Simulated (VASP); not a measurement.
Set up this calculation in VASP 6.6.1, as the native input.

- Task: single point
- Functional: PBE
- Potentials or basis: VASP PAW PBE potentials, release 64 (Be, Hg)
- Cutoff: 520 eV
- k mesh: 6 × 6 × 6
- Occupations: gaussian, width 0.1 eV
- Spin: no spin polarisation
- Dipole correction: no
- Further INCAR settings: ALGO = Normal; EDIFF = 1e-07; NBANDS = 15

The structure of Be2Hg lies in POSCAR:

```
Be2Hg
1.0
    1.4282933584      0.8246255550      5.9551649398
   -1.4282933584      0.8246255550      5.9551649398
    0.0000000000     -1.6492511099      5.9551649398
Be Hg
2 1
Direct
    0.7915413367      0.7915413367      0.7915413367
    0.5433116211      0.5433116211      0.5433116211
   -0.0015529578     -0.0015529578     -0.0015529578
```

One way to write it, as run:

INCAR

```
SYSTEM = Be2Hg
PREC     = Accurate       ! precision mode
ENCUT    = 520            ! plane-wave cutoff, eV
EDIFF    = 1E-7           ! SCF threshold, eV
ISMEAR   = 0              ! smearing method
SIGMA    = 0.1            ! smearing width, eV
LREAL    = .FALSE.        ! projectors in reciprocal space
LASPH    = .TRUE.         ! aspherical terms in the spheres
NELM     = 60             ! most SCF steps
ALGO     = Normal         ! electronic algorithm
ISIF     = 2              ! what is computed and relaxed
LWAVE    = .FALSE.        ! write WAVECAR
LCHARG   = .TRUE.         ! write CHGCAR
GGA      = PE             ! functional
LELF     = .TRUE.         ! ELF
LVHAR    = .TRUE.       
NBANDS   = 15             ! bands
```

KPOINTS

```
regular mesh
0
G
  6 6 6
  0 0 0
```

Potentials or basis: VASP PAW PBE potentials, release 64 (Be, Hg).

The run is started by

```sh
$ cat potpaw_PBE.64/Be/POTCAR potpaw_PBE.64/Hg/POTCAR > POTCAR
$ mpirun -np 1 vasp_std > vasp.out
```

It gave:

| Property | Result |
| --- | --- |
| Pressure | 0.5 GPa |
| Largest force | 0.007 eV/Å |
| Band gap on the k mesh | zero (bands 8 and 9 overlap by 1.31 eV) |

Caveat: the k points lie up to 0.43 Å⁻¹ apart, too coarse for converged energies and pressures of a metal; spin-orbit coupling is left out, which moves the levels of the heavy elements.

It took 28 s on 1 thread of Intel(R) Xeon(R) 6975P-C (Granite Rapids), on a shared host, peak memory 0.31 GiB.
